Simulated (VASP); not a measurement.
# Mo3Pt (Pm-3m) in VASP: notebook

Mo3Pt is run at these levels: LDA; tasks: single point.

Program: VASP 6.6.1. These are calculated values, not measurements. Logs are shortened: lines on timing, memory, paths and dates and some standing lists are left out, and cuts for length are marked.

## 1. The cell of the first run

It takes space group Pm-3m (No. 221, cubic). Conventional cell: a = 3.893 Å, b = 3.893 Å, c = 3.893 Å, α = 90.00°, β = 90.00°, γ = 90.00°. Mo (site symmetry 4/mmm) has 8 Mo at 2.75 Å and 4 Pt at 2.75 Å within 3.6 Å. Pt (site symmetry m-3m) has 12 Mo at 2.75 Å within 3.6 Å.

## 2. Single point, LDA

The input, INCAR:

```
PREC = Accurate
ENCUT = 520
EDIFF = 1E-6
ISMEAR = -1
SIGMA = 0.1
LREAL = F
LASPH = T
NELM = 60
ALGO = Normal
ISIF = 2
LWAVE = F
LCHARG = F
GGA = CA
NBANDS = 34
```

The input, KPOINTS:

```
regular mesh
0
Gamma
  6 6 6
```

The input, POSCAR:

```
Mo3Pt
1.0
    3.8928556043      0.0000000000      0.0000000000
    0.0000000000      3.8928556043      0.0000000000
    0.0000000000      0.0000000000      3.8928556043
Mo Pt
3 1
Direct
    0.0000000000      0.5000000000      0.5000000000
    0.5000000000      0.0000000000      0.5000000000
    0.5000000000      0.5000000000      0.0000000000
    0.0000000000      0.0000000000      0.0000000000
```

Potentials or basis: VASP PAW LDA potentials, release 64 (Mo_sv, Pt).

The run is started by

```sh
$ cat potpaw_LDA.64/Mo_sv/POTCAR potpaw_LDA.64/Pt/POTCAR > POTCAR
$ mpirun -np 1 vasp_std > vasp.out
```

OUTCAR:

```text
PREC = Accurate
   ENCUT = 520
   EDIFF = 1E-6
   ISMEAR = -1
   LREAL = F
   LASPH = T
   NELM = 60
   ISIF = 2
   GGA = CA

 ion  position               nearest neighbor table
   1  0.000  0.500  0.500-   2 2.75   3 2.75   4 2.75   3 2.75   4 2.75   2 2.75   4 2.75   4 2.75
                             2 2.75   3 2.75   3 2.75   2 2.75
   2  0.500  0.000  0.500-   1 2.75   3 2.75   4 2.75   3 2.75   4 2.75   1 2.75   3 2.75   3 2.75
                             1 2.75   4 2.75   4 2.75   1 2.75
   3  0.500  0.500  0.000-   1 2.75   2 2.75   4 2.75   1 2.75   2 2.75   2 2.75   4 2.75   2 2.75
                             1 2.75   4 2.75   1 2.75   4 2.75
   4  0.000  0.000  0.000-   1 2.75   2 2.75   3 2.75   1 2.75   2 2.75   1 2.75   3 2.75   1 2.75
                             2 2.75   3 2.75   2 2.75   3 2.75

  LATTYP: Found a simple cubic cell.
 ALAT       =     3.8928556043

  Lattice vectors:

 A1 = (   3.8928556043,   0.0000000000,   0.0000000000)
 A2 = (   0.0000000000,   3.8928556043,   0.0000000000)
 A3 = (   0.0000000000,   0.0000000000,   3.8928556043)

Analysis of symmetry for initial positions (statically):
=====================================================================
 Subroutine PRICEL returns:
 Original cell was already a primitive cell.

 Routine SETGRP: Setting up the symmetry group for a
 simple cubic supercell.

 Subroutine GETGRP returns: Found 48 space group operations
 (whereof 48 operations were pure point group operations)
 out of a pool of 48 trial point group operations.

The static configuration has the point symmetry O_h .

Analysis of symmetry for dynamics (positions and initial velocities):
=====================================================================
 Subroutine PRICEL returns:
 Original cell was already a primitive cell.

 Routine SETGRP: Setting up the symmetry group for a
 simple cubic supercell.

 Subroutine GETGRP returns: Found 48 space group operations
 (whereof 48 operations were pure point group operations)
 out of a pool of 48 trial point group operations.

The dynamic configuration has the point symmetry O_h .

 Subroutine INISYM returns: Found 48 space group operations
 (whereof 48 operations are pure point group operations),
 and found     1 'primitive' translations

----------------------------------------------------------------------------------------

                                     Primitive cell

  volume of cell :      58.9936
[... 87 lines left out ...]
   NELM   =     60;   NELMIN=  2; NELMDL= -5     # of ELM steps
   EDIFF  = 0.1E-05   stopping-criterion for ELM
   LREAL  =      F    real-space projection
   EDIFFG = 0.1E-04   stopping-criterion for IOM
   NSW    =      0    number of steps for IOM
   IBRION =     -1    ionic relax: 0-MD 1-quasi-New 2-CG
   NFREE  =      0    steps in history (QN), initial steepest desc. (CG)
   ISIF   =      2    stress and relaxation
   ISYM   =      2    0-nonsym 1-usesym 2-fastsym
   POTIM  = 0.5000    time-step for ionic-motion
   TEBEG  =    0.0;   TEEND  =   0.0 temperature during run
   PSTRESS=    0.0 pullay stress
   NELECT =      52.0000    total number of electrons
   NUPDOWN=      -1.0000    fix difference up-down
   EMIN   =  10.00;   EMAX   =-10.00  energy-range for DOS
   EFERMI =   0.00;   METHOD = LEGACY
   ISMEAR =    -1;   SIGMA  =   0.10  broadening in eV -4-tet -1-fermi 0-gaus
   EFERMI_NEDOS =   21; number of points for ismear=-14 and -15
   IALGO  =     38    algorithm
   IMIX   =      4    mixing-type and parameters
     AMIX     =   0.40;   BMIX     =  1.00
     AMIX_MAG =   1.60;   BMIX_MAG =  1.00
  volume/ion in A,a.u.               =      14.75        99.53
  Fermi-wavevector in a.u.,A,eV,Ry     =   1.569667  2.966241 33.522794  2.463856
  Thomas-Fermi vector in A             =   2.671516
   LORBIT       =      0    0 simple, 1 ext, 2 COOP (PROOUT), +10 PAW based schemes
   GGA     = CA    functional components
   LHFCALC =     F    Hartree Fock is set to
   AEXX    =    0.0000 exact exchange contribution
   IVDW    =     0    specifies the selected vdW correction
   LEPSILON=     F    determine dielectric tensor
   LRPA    =     F    only Hartree local field effects (RPA)
 non-spin polarized calculation
  energy-cutoff  :      520.00
  volume of cell :       58.99
 maximum number of plane-waves:      1622
 NGX is ok and might be reduce to    30
   NGX = 15   NGY = 15   NGZ = 15

 number of electron      51.9999987 magnetization

 Free energy of the ion-electron system (eV)
  ---------------------------------------------------
  ext. energy  EPLUGINS =         0.00000000
  ---------------------------------------------------
  free energy    TOTEN  =       -44.40453838 eV

  energy without entropy =      -44.29435296  energy(sigma->0) =      -44.34944567

 E-fermi :  12.7266     XC(G=0): -13.9017

 val. band max:       12.6886208498   @ k =   0.3333   0.3333   0.1667
 cond. band min:      12.7514049455   @ k =   0.5000   0.0000   0.0000
 fundamental gap:      0.0627840958
 Fermi energy:        12.7266302980

 k-point     1 :       0.0000    0.0000    0.0000
  band No.  band energies     occupation
      1     -47.7380      2.00000
      2     -47.4198      2.00000
      3     -47.4198      2.00000
      4     -22.4437      2.00000
      5     -22.4437      2.00000
      6     -22.4437      2.00000
[... 729 lines left out ...]
     33      15.8247      0.00000
     34      17.0977      0.00000

------------------------ aborting loop because EDIFF is reached ----------------------------------------

  FORCE on cell =-STRESS in cart. coord.  units (eV):
  Direction    XX          YY          ZZ          XY          YZ          ZX
  --------------------------------------------------------------------------------------
  -------------------------------------------------------------------------------------
  Total        1.2716413      1.2716413      1.2716413     -0.0000000      0.0000000     -0.0000000
  in kB       34.5358640     34.5358640     34.5358640     -0.0000000      0.0000000     -0.0000000
  external PRESSURE =      34.5358640 kB  Pullay stress =       0.0000000 kB

 VOLUME and BASIS-vectors are now :
 -----------------------------------------------------------------------------
  energy-cutoff  :      520.00
  volume of cell :       58.99
      direct lattice vectors                 reciprocal lattice vectors
     3.892855604  0.000000000  0.000000000     0.256880835  0.000000000  0.000000000
     0.000000000  3.892855604  0.000000000     0.000000000  0.256880835  0.000000000
     0.000000000  0.000000000  3.892855604     0.000000000  0.000000000  0.256880835

 POSITION                                       TOTAL-FORCE (eV/Angst)
 -----------------------------------------------------------------------------------
      0.00000      1.94643      1.94643         0.000000      0.000000      0.000000
      1.94643      0.00000      1.94643         0.000000      0.000000      0.000000
      1.94643      1.94643      0.00000         0.000000      0.000000      0.000000
      0.00000      0.00000      0.00000         0.000000      0.000000      0.000000
 -----------------------------------------------------------------------------------
    total drift:                                0.000000      0.000000     -0.000000

  FREE ENERGIE OF THE ION-ELECTRON SYSTEM (eV)
  ---------------------------------------------------
  free  energy   TOTEN  =       -44.4045383789 eV

  energy  without entropy=      -44.2943529592  energy(sigma->0) =      -44.34944567
```

OSZICAR:

```text
N       E                     dE             d eps       ncg     rms          rms(c)
DAV:   1     0.606107010824E+03    0.60611E+03   -0.31001E+04  1384   0.159E+03
DAV:   2    -0.282612040910E+02   -0.63437E+03   -0.62094E+03  1522   0.504E+02
DAV:   3    -0.469862494646E+02   -0.18725E+02   -0.18067E+02  1594   0.875E+01
DAV:   4    -0.472660715451E+02   -0.27982E+00   -0.27682E+00  1508   0.886E+00
DAV:   5    -0.472684691177E+02   -0.23976E-02   -0.23966E-02  1498   0.911E-01    0.310E+01
DAV:   6    -0.449415754942E+02    0.23269E+01   -0.63655E+00  1410   0.171E+01    0.110E+01
DAV:   7    -0.446890039334E+02    0.25257E+00   -0.29502E+00  1422   0.124E+01    0.378E+00
DAV:   8    -0.444200828556E+02    0.26892E+00   -0.63353E-01  1426   0.571E+00    0.134E+00
DAV:   9    -0.444046514782E+02    0.15431E-01   -0.28796E-02  1492   0.131E+00    0.333E-01
DAV:  10    -0.444045500642E+02    0.10141E-03   -0.56189E-04  1680   0.189E-01    0.134E-01
DAV:  11    -0.444045405613E+02    0.95030E-05   -0.10821E-04  1516   0.674E-02    0.114E-02
DAV:  12    -0.444045384469E+02    0.21144E-05   -0.12245E-05  1458   0.241E-02    0.721E-03
DAV:  13    -0.444045383789E+02    0.67999E-07   -0.36181E-07   714   0.497E-03
   1 F= -.44404538E+02 E0= -.44349446E+02  d E =-.110185E+00
```

stdout:

```text
POSCAR found type information on POSCAR MoPt
 POSCAR found :  2 types and       4 ions
 scaLAPACK will be used
 LDA part: xc-table for (Slater(with rela. corr.)+CA(PZ))
 , standard interpolation
 POSCAR, INCAR and KPOINTS ok, starting setup
 FFT: planning ... GRIDC
 FFT: planning ... GRID_SOFT
 FFT: planning ... GRID
 WAVECAR not read
 entering main loop
```

It took 31 s on 1 thread of Intel Xeon Platinum 8259CL at 2.50GHz (Skylake/Cascade Lake), shared host; peak memory 0.17 GiB.

Results:

```yaml
Free_energy: -44.4045 eV
Pressure: 3.5 GPa
Band_gap_on_the_k_mesh: zero (band 26 reaches 15.79 eV, above the bottom of band 27 at 12.18 eV)
```

Caveat: spin-orbit coupling is left out, which moves the levels of the heavy elements.

## 3. Single point, LDA

This run uses another cell than the first one, of 15.06 Å³/atom, 1.021 times its volume.

Edit INCAR of step 2 so:

```diff
@@ -7,3 +7,3 @@
 LASPH = T
-NELM = 60
+NELM = 80
 ALGO = Normal
@@ -12,3 +12,2 @@
 LCHARG = F
-GGA = CA
 NBANDS = 34
```

The input, KPOINTS:

```
Automatic mesh
0
Gamma
  6 6 6
```

The input, POSCAR:

```
Mo3Pt
1.0
    3.9202709837      0.0000000000      0.0000000000
    0.0000000000      3.9202709837      0.0000000000
    0.0000000000      0.0000000000      3.9202709837
Mo Pt
3 1
Direct
    0.0000000000      0.5000000000      0.5000000000
    0.5000000000      0.0000000000      0.5000000000
    0.5000000000      0.5000000000      0.0000000000
    0.0000000000      0.0000000000      0.0000000000
```

Potentials or basis: VASP PAW LDA potentials, release 64 (Mo_sv, Pt).

The run is started by

```sh
$ cat potpaw_LDA.64/Mo_sv/POTCAR potpaw_LDA.64/Pt/POTCAR > POTCAR
$ mpirun -np 1 vasp_std > vasp.out
```

Wall time 28 s (1 thread of Intel Xeon Platinum 8259CL at 2.50GHz (Skylake/Cascade Lake), shared host); peak memory 0.17 GiB.

It converged, with:

- Free energy: -44.4070 eV
- Pressure: -2.9 GPa
- Band gap on the k mesh: zero (band 26 reaches 15.33 eV, above the bottom of band 27 at 11.82 eV)

Levels at points of the mesh, in eV from the Fermi level:
```csv
k point,band 22,band 23,band 24,band 25,band 26,band 27,band 28,band 29
"(0.00, 0.00, 0.00)",-1.89,0.32,0.32,2.97,2.97,2.97,3.24,3.24
"(0.50, 0.00, 0.00)",-2.33,-2.33,-0.12,0.02,0.02,0.66,1.06,1.13
"(0.50, 0.50, 0.00)",-2.09,-2.09,-2.08,-1.98,0.37,0.37,0.45,0.45
"(0.50, 0.50, 0.50)",-1.11,-1.11,-1.11,0.88,0.88,0.88,1.84,2.64
```

Caveat: spin-orbit coupling is left out, which moves the levels of the heavy elements.
